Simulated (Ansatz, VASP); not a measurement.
**One calculation of KF, two programs**

File INCAR:

```
PREC = Accurate ; ENCUT = 600
EDIFF = 1E-6 ; ISMEAR = -1
SIGMA = 0.02 ; LREAL = F
LASPH = T ; NELM = 120
ALGO = Normal ; ISIF = 2
LWAVE = F ; LCHARG = T
GGA = PE ; LELF = T
LVHAR = T ; NBANDS = 15
GGA_COMPAT = F
```

Contents of KPOINTS:

```
regular mesh
0
Gamma
  8 8 8
```

POSCAR

```
KF
1.0
    0.0000000000      2.6589605792      2.7831340383
    2.6589605792      0.0000000000      2.7831340383
    2.6589605792      2.6589605792      0.0000000000
K F
1 1
Direct
    0.0000000000      0.0000000000      0.0000000000
    0.5000000000      0.5000000000      0.5000000000
```

Input for Ansatz:

```yaml
crystal:
  lattice:
    - [0.0, 2.6589605792, 2.7831340383]
    - [2.6589605792, 0.0, 2.7831340383]
    - [2.6589605792, 2.6589605792, 0.0]
  atoms:
    - { symbol: K, position: [0.0, 0.0, 0.0] }
    - { symbol: F, position: [0.5, 0.5, 0.5] }
kpoints:
  mp_grid: { grid: [8, 8, 8] }
  band_path:
    path:
      - [0.0, 0.0, 0.0]
      - [0.5, 0.0, 0.5]
      - [0.625, 0.25, 0.625]
      - [0.375, 0.375, 0.75]
      - [0.5, 0.5, 0.5]
      - [0.5, 0.25, 0.75]
    npoints: 1
hamiltonian:
  xc: pbe
scf:
  occupations: { method: fermi_dirac, width: 0.02 }
  n_extra_bands: 4
output:
  forces: true
  stress: true
  eigenvalues: true
```

Change from the starting cell: uniaxial_z strain +4.7%.

Alike in both runs: task single point; functional PBE; k mesh 8 × 8 × 8; occupations fermi-dirac, width 0.02 eV; no spin polarisation.

```csv
,VASP,Ansatz
version,VASP 6.6.1,Ansatz 0.2.0
potentials or method,"VASP PAW PBE potentials, release 64 (K_sv, F)","plane waves, PAW"
plane-wave cutoff (eV),600,420
valence electrons in the cell,16,16
```

|  | VASP | Ansatz | Ansatz less VASP |
| --- | --- | --- | --- |
| gap on the k mesh at the Fermi level (eV) | 5.98 | 5.99 | +0.014 |
| pressure (GPa) | 0.5 | 0.5 | +0.01 |
| traceless stress, the component that is largest in VASP (GPa) | -1.41 | -1.35 | +0.059 |
